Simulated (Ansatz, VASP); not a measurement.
# TePb: VASP beside Ansatz

```
Te Pb
1.0
     0.00000    3.25148    3.25148
     3.25148    0.00000    3.25148
     3.25148    3.25148    0.00000
Te Pb
1 1
Direct
  0.50000 0.50000 0.50000
  0.00000 0.00000 0.00000
```

Alike in both runs: task single point; functional PBE; k mesh 10 × 10 × 10; occupations gaussian, width 0.02 eV; no spin polarisation.

|  | VASP | Ansatz |
| --- | --- | --- |
| version | VASP 6.6.1 | Ansatz 0.2.0 |
| potentials or method | VASP PAW PBE potentials, release 64 (Te, Pb_d), cutoff 500 eV | scalar-relativistic, plane waves, PAW |
| valence electrons in the cell | 20 | 30 |

```csv
,VASP,Ansatz,Ansatz less VASP
gap on the k mesh at the Fermi level (eV),0.77,0.77,-0.005
least direct gap on the mesh (eV),0.77,0.77,-0.005
pressure (GPa),1.2,1.3,+0.06
```

With one functional, cell and mesh, what is left measures potentials, basis and numerics. VASP's potentials hold 20 valence electrons a cell and Ansatz's 30, so a difference there can come from the potentials and not from the codes.

Neither program's run includes spin-orbit coupling.
